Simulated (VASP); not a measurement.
Wanted: the native input for a VASP 6.6.1 run.

- Task: single point
- Functional: PBE
- Potentials or basis: VASP PAW PBE potentials, release 64 (Au)
- Cutoff: 520 eV
- k mesh: 18 × 18 × 12
- Occupations: gaussian, width 0.1 eV
- Spin: no spin polarisation
- Dipole correction: no
- Further INCAR settings: ALGO = Fast; EDIFF = 1e-06; NBANDS = 18

The structure of Au lies in POSCAR:

```
Au
1.0
    2.0997375601      2.0997375601      0.0000000000
   -2.0997375601      2.0997375601      0.0000000000
    0.0000000000      0.0000000000      4.1329487817
Au
2
Direct
    0.0000000000      0.0000000000      0.0000000000
    0.5000000000      0.5000000000      0.5000000000
```

This cell differs from its parent crystal: biaxial strain in the a-b plane: +1.0 %.

These files were run (other wordings do the same):

INCAR

```
PREC = Accurate
ENCUT = 520
EDIFF = 1E-6
ISMEAR = 0
SIGMA = 0.1
LREAL = F
LASPH = T
NELM = 60
ALGO = Fast
ISIF = 2
LWAVE = F
LCHARG = T
GGA = PE
LELF = T
LVHAR = T
NBANDS = 18
```

KPOINTS

```
regular mesh
0
Gamma
  18 18 12
```

Potentials or basis: VASP PAW PBE potentials, release 64 (Au).

Run with:

```console
$ cat potpaw_PBE.64/Au/POTCAR > POTCAR
$ mpirun -np 1 vasp_std > vasp.out
```

Results of the run:

The pressure is -2.0 GPa. The band gap on the k mesh is zero (band 11 reaches 12.68 eV, above the bottom of band 12 at 5.85 eV).

Caveat: the cell differs from its parent crystal (biaxial strain in the a-b plane: +1.0 %); spin-orbit coupling is left out, which moves the levels of the heavy elements.

It took 79 s on 1 thread of Intel(R) Xeon(R) Platinum 8488C (Sapphire Rapids), with other jobs on the host, peak memory 0.31 GiB.
